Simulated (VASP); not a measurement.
Set up this calculation in VASP 6.6.1, as the native input.

```
Task                   : electric field gradients
Functional             : PBE
Potentials or basis    : VASP PAW PBE potentials, release 64 (Co, O)
Cutoff                 : 520 eV
k mesh                 : 16 × 16 × 16
Occupations            : fermi-dirac, width 0.05 eV
Spin                   : collinear spin, ferromagnetic start
Starting moments       : [2.0, 0.0] μB
Dipole correction      : no
Further INCAR settings : ALGO = Normal; EDIFF = 1e-08; NBANDS = 18
```

The structure of CoO lies in POSCAR:

```
CoO
1.0
    0.0000000000      2.1595492692      2.1595492692
    2.1595492692      0.0000000000      2.1595492692
    2.1595492692      2.1595492692      0.0000000000
Co O
1 1
Direct
    0.0000000000      0.0000000000      0.0000000000
    0.5000000000      0.5000000000      0.5000000000
```

This cell differs from its parent crystal: volume scaled by 1.04.

The input as run:

INCAR

```
PREC = Accurate
ENCUT = 520
EDIFF = 1E-8
ISMEAR = -1
SIGMA = 0.05
LREAL = F
LASPH = T
NELM = 150
ALGO = Normal
ISIF = 2
LWAVE = F
LCHARG = F
ISPIN = 2
MAGMOM = 2 0
LORBIT = 11
LMAXMIX = 4
GGA = PE
LEFG = T
NBANDS = 18
```

KPOINTS

```
regular mesh
0
Gamma
  16 16 16
```

Potentials or basis: VASP PAW PBE potentials, release 64 (Co, O).

Command:

```console
$ cat potpaw_PBE.64/Co/POTCAR potpaw_PBE.64/O/POTCAR > POTCAR
$ mpirun -np 1 vasp_std > vasp.out
```

It gave:

| Quantity | Value |
| --- | --- |
| Pressure | -8.3 GPa |
| Band gap on the k mesh | zero (filled and empty bands overlap) |
| Net moment | 2.97 μB per cell |
| Site moments | Co +2.60; O +0.31 μB |
| Valence electrons inside the program's atomic spheres | Co 7.72; O 4.96 |

Caveat: without QUAD_EFG the Cq values of the log hold for a quadrupole moment of 1 mb, not for the nuclei; a cell with one magnetic atom can't hold antiferromagnetic order, which such compounds often take; semilocal functionals often make such compounds metallic where correlation or magnetic order opens a gap, which also shifts bond lengths.

Run time: 46 s on 1 thread of Intel(R) Xeon(R) 6975P-C (Granite Rapids), with other jobs on the host, peak memory 0.21 GiB.
